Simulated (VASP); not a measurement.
# MgI2 (P-3m1) in VASP: a series of runs, part 2 of 2

VASP 6.6.1.

## (4) Single point, PBEsol

This run uses another cell than the first one, of the same volume but with other edges.

INCAR

```
PREC = Accurate ; ENCUT = 520
EDIFF = 1E-6 ; ISMEAR = 0
SIGMA = 0.05 ; LREAL = False
LASPH = True ; NELM = 100
ALGO = Normal ; ISIF = 2
LWAVE = False ; LCHARG = False
GGA = PS ; NBANDS = 15
```

KPOINTS

```
regular mesh
0
Gamma
  6 6 4
```

POSCAR

```
MgI2
1.0
    4.2707668538      0.0000000000      0.0000000000
   -2.1353834269      3.6985925890      0.0000000000
    0.0000000000      0.0000000000      6.4909649688
Mg I
1 2
Direct
    0.0000000000      0.0000000000      0.0000000000
    0.3333333333      0.6666666667      0.7576300000
    0.6666666667      0.3333333333      0.2423700000
```

Potentials or basis: VASP PAW PBE potentials, release 64 (Mg, I).

Command:

```
> cat potpaw_PBE.64/Mg/POTCAR potpaw_PBE.64/I/POTCAR > POTCAR
> mpirun -np 1 vasp_std > vasp.out
```

OUTCAR:

```text
PREC = Accurate
   ENCUT = 520
   EDIFF = 1E-6
   ISMEAR = 0
   LREAL = False
   LASPH = True
   NELM = 100
   ISIF = 2
   GGA = PS

 ion  position               nearest neighbor table
   1  0.000  0.000  0.000-   2 2.92   3 2.92   2 2.92   3 2.92   3 2.92   2 2.92
   2  0.333  0.667  0.758-   1 2.92   1 2.92   1 2.92
   3  0.667  0.333  0.242-   1 2.92   1 2.92   1 2.92

  LATTYP: Found a hexagonal cell.
 ALAT       =     4.2707668538
 C/A-ratio  =     1.5198593581

  Lattice vectors:

 A1 = (   4.2707668538,   0.0000000000,   0.0000000000)
 A2 = (  -2.1353834269,   3.6985925890,   0.0000000000)
 A3 = (   0.0000000000,   0.0000000000,   6.4909649688)

Analysis of symmetry for initial positions (statically):
=====================================================================
 Subroutine PRICEL returns:
 Original cell was already a primitive cell.

 Routine SETGRP: Setting up the symmetry group for a
 hexagonal supercell.

 Subroutine GETGRP returns: Found 12 space group operations
 (whereof 12 operations were pure point group operations)
[... 179 lines left out ...]
      6       1.9779      2.00000
      7       1.9779      2.00000
      8       2.5918      2.00000
      9       5.6154      0.00000
     10       6.5814      0.00000
     11       8.5731      0.00000
     12       8.5731      0.00000
     13      10.1365      0.00000
     14      10.1607      0.00000
[... 401 lines left out ...]
      2      -9.0179      2.00000
      3      -0.9972      2.00000
      4      -0.6538      2.00000
      5      -0.6538      2.00000
      6       0.0679      2.00000
      7       1.9343      2.00000
      8       1.9343      2.00000
      9       7.2284      0.00000
     10       8.2349      0.00000
     11       8.2349      0.00000
     12       9.8120      0.00000
     13      10.0166      0.00000
     14      10.4854      0.00000
     15      10.6286      0.00000

------------------------ aborting loop because EDIFF is reached ----------------------------------------

  FORCE on cell =-STRESS in cart. coord.  units (eV):
  Direction    XX          YY          ZZ          XY          YZ          ZX
  --------------------------------------------------------------------------------------
  -------------------------------------------------------------------------------------
  Total       -0.6970429     -0.6970429      0.8852300     -0.0000000      0.0000000      0.0000000
  in kB      -10.8922717    -10.8922717     13.8329591     -0.0000000      0.0000000      0.0000000
  external PRESSURE =      -2.6505281 kB  Pullay stress =       0.0000000 kB

 VOLUME and BASIS-vectors are now :
 -----------------------------------------------------------------------------
  energy-cutoff  :      520.00
  volume of cell :      102.53
      direct lattice vectors                 reciprocal lattice vectors
     4.270766854  0.000000000  0.000000000     0.234149986  0.135186558  0.000000000
    -2.135383427  3.698592589  0.000000000     0.000000000  0.270373115  0.000000000
     0.000000000  0.000000000  6.490964969     0.000000000  0.000000000  0.154060298

 POSITION                                       TOTAL-FORCE (eV/Angst)
 -----------------------------------------------------------------------------------
      0.00000      0.00000      0.00000         0.000000      0.000000     -0.000000
     -0.00000      2.46573      4.91775        -0.000000     -0.000000     -0.143445
      2.13538      1.23286      1.57322         0.000000      0.000000      0.143445
 -----------------------------------------------------------------------------------
    total drift:                               -0.000000      0.000000     -0.000000

  FREE ENERGIE OF THE ION-ELECTRON SYSTEM (eV)
  ---------------------------------------------------
  free  energy   TOTEN  =        -8.3669008729 eV

  energy  without entropy=       -8.3669008729  energy(sigma->0) =       -8.36690087
```

stdout:

```text
POSCAR found type information on POSCAR MgI
 POSCAR found :  2 types and       3 ions
 scaLAPACK will be used
 -----------------------------------------------------------------------------
|                                                                             |
|                                                                             |
|     You enforced a specific xc type in the INCAR file but a different       |
|     I HOPE YOU KNOW WHAT YOU ARE DOING!                                     |
|                                                                             |
 -----------------------------------------------------------------------------

 LDA part: xc-table for (Slater+PW92), standard interpolation
 POSCAR, INCAR and KPOINTS ok, starting setup
 FFT: planning ... GRIDC
 FFT: planning ... GRID_SOFT
 FFT: planning ... GRID
 WAVECAR not read
 entering main loop
```

Run time: 42 s. Hardware: 1 thread of Intel Xeon Platinum 8259CL at 2.50GHz (Skylake/Cascade Lake), shared host; peak memory 0.22 GiB.

What came out:

| Property | Result |
| --- | --- |
| Free energy | -8.3669 eV |
| Pressure | -0.3 GPa |
| Largest force | 0.143 eV/Å |
| Band gap on the k mesh | 3.02 eV, direct |

Forces on the atoms (eV/Å):
```
Mg   0.000  0.000  0.000
I    0.000  0.000 -0.143
I    0.000  0.000  0.143
```

Stress tensor (GPa, compression positive):
```
-1.09  0.00  0.00
 0.00 -1.09  0.00
 0.00  0.00  1.38
```

Levels at points of the mesh, in eV from the valence-band top:
```csv
k point,band 5,band 6,band 7,band 8,band 9,band 10,band 11,band 12
"(0.00, 0.00, 0.00)",-1.11,-0.61,-0.61,0.00,3.02,3.99,5.98,5.98
"(0.50, 0.00, 0.00)",-2.18,-2.01,-1.20,-0.82,3.10,4.89,5.27,6.42
"(0.00, 0.00, 0.50)",-0.96,-0.96,-0.76,-0.76,3.96,4.17,5.71,5.71
"(0.50, 0.00, 0.50)",-1.78,-1.25,-1.17,-1.02,3.16,4.82,5.61,5.91
```

Caveat: the PAW data sets were made with another functional, which shifts forces and pressure a little; spin-orbit coupling is left out, which moves the levels of the heavy elements; this functional lacks dispersion, which binds the layers, so the pressure and a relaxed spacing across them are unreliable. A k mesh can miss the band edges.

## (5) The runs side by side

```tsv
cell	gap on the mesh (eV)	pressure (GPa)	largest force (eV/Å)
a = 4.385, b = 4.385, c = 6.157 Å, angles 90.0, 90.0, 120.0°, 3 atoms	2.52	-0.3	0.26
a = 3.909, b = 3.909, c = 7.749 Å, angles 90.0, 90.0, 120.0°, 3 atoms	2.83	0.2	0.63
a = 4.271, b = 4.271, c = 6.491 Å, angles 90.0, 90.0, 120.0°, 3 atoms	3.02	-0.3	0.14
```

Alike in all rows: task single point; level PBEsol; potentials or basis VASP PAW PBE potentials, release 64 (Mg, I); no spin polarisation; k mesh 6 × 6 × 4; cutoff (eV) 520; smearing gaussian 0.05 eV.

Caveats: the PAW data sets were made with another functional, which shifts forces and pressure a little; spin-orbit coupling is left out, which moves the levels of the heavy elements; this functional lacks dispersion, which binds the layers, so the pressure and a relaxed spacing across them are unreliable.

Total energies depend on the potentials used, so only differences within one code and one set of settings carry meaning.
